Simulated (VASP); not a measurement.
Write the native input for VASP 6.6.1 that does the following.

```yaml
Task: single point
Functional: LDA
Potentials_or_basis: VASP PAW LDA potentials, release 64 (Si, C)
Cutoff: 600 eV
k_mesh: 6 × 6 × 6
Occupations: gaussian, width 0.05 eV
Spin: no spin polarisation
Dipole_correction: no
Further_INCAR_settings: ALGO = Normal; EDIFF = 1e-06; NBANDS = 11
```

The structure of SiC lies in POSCAR:

```
SiC
1.0
    0.0000000000      2.1644558536      2.1644558536
    2.1644558536      0.0000000000      2.1644558536
    2.1644558536      2.1644558536      0.0000000000
Si C
1 1
Direct
    0.0000000000      0.0000000000      0.0000000000
    0.2500000000      0.2500000000      0.2500000000
```

The input as run:

INCAR

```
ALGO = Normal ; EDIFF = 1E-6
ENCUT = 600 ; GGA = CA
GGA_COMPAT = False ; ISIF = 2
ISMEAR = 0 ; LASPH = True
LCHARG = True ; LELF = True
LREAL = False ; LVHAR = True
LWAVE = False ; NBANDS = 11
NELM = 120 ; PREC = Accurate
SIGMA = 0.05
```

KPOINTS

```
k-points
0
Gamma
  6 6 6
```

Potentials or basis: VASP PAW LDA potentials, release 64 (Si, C).

Command:

```sh
$ cat potpaw_LDA.64/Si/POTCAR potpaw_LDA.64/C/POTCAR > POTCAR
$ mpirun -np 1 vasp_std > vasp.out
```

It gave:

```
Pressure               : 0.3 GPa
Band gap on the k mesh : 1.28 eV, indirect (least direct gap 4.52 eV)
```

It used 4.8 s of CPU time on 1 thread of Intel Xeon 8259CL, with other jobs on the host.
